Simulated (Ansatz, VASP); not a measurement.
Given: the input of a run of VASP 6.6.1 on BAs.

File INCAR:

```
SYSTEM = BAs
PREC = Accurate ; ENCUT = 560
EDIFF = 1E-6 ; ISMEAR = -1
SIGMA = 0.05 ; LREAL = .False.
LASPH = .True. ; NELM = 120
ALGO = Normal ; ISIF = 2
LWAVE = .False. ; LCHARG = .True.
GGA = B5 ; ALDAX = 1.0
AGGAX = 1.0 ; AGGAC = 1.0
ALDAC = 0.0 ; IVDW = 13
VDW_S6 = 1.0 ; VDW_S8 = 2.34076671
VDW_A1 = 0.44488865 ; VDW_A2 = 4.0933009
LELF = .True. ; LVHAR = .True.
NBANDS = 16 ; GGA_COMPAT = .False.
```

Contents of KPOINTS:

```
regular mesh
0
Gamma
  10 10 10
  0 0 0
```

The input POSCAR:

```
BAs
1.0
    0.0000000000      2.3724693156      2.3724693156
    2.3724693156      0.0000000000      2.3724693156
    2.3724693156      2.3724693156      0.0000000000
As B
1 1
Direct
    0.7500000000      0.7500000000      0.7500000000
    0.0000000000      0.0000000000      0.0000000000
```

Potentials or basis: VASP PAW PBE potentials, release 64 (As_d, B).

The run is started by

```console
$ cat potpaw_PBE.64/As_d/POTCAR potpaw_PBE.64/B/POTCAR > POTCAR
$ mpirun -np 1 vasp_std > vasp.out
```

Q: Translate it to Ansatz 0.2.0. Potentials there: Ansatz PAW.

A: As run (the cutoff follows the program's own potentials):

input.yaml

```yaml
crystal:
  lattice:
    - [0.0, 2.3724693156, 2.3724693156]
    - [2.3724693156, 0.0, 2.3724693156]
    - [2.3724693156, 2.3724693156, 0.0]
  atoms:
    - { symbol: As, position: [0.75, 0.75, 0.75] }
    - { symbol: B, position: [0.0, 0.0, 0.0] }
hamiltonian:
  xc: blyp
  pseudopotentials: { kind: paw }
  dispersion: d4
kpoints:
  mp_grid: { grid: [10, 10, 10] }
scf:
  occupations: { method: fermi_dirac, width: 0.05 }
output:
  forces: true
  stress: true
  eigenvalues: true
```

Potentials or basis: Ansatz PAW.

Run with:

```bash
$ ansatz run input.yaml --threads 2 --pin off --max-ram 5120MiB --backend cpu --events-out ev --progress --plain --runs-dir out
```

Both were run:

|  | VASP | Ansatz | Ansatz less VASP |
| --- | --- | --- | --- |
| gap on the k mesh at the Fermi level (eV) | 1.39 | 1.39 | +0.001 |
| least direct gap on the mesh (eV) | 3.39 | 3.40 | +0.005 |
| pressure (GPa) | 1.9 | 1.6 | -0.27 |

VASP's potentials were made for PBE, not for BLYP.
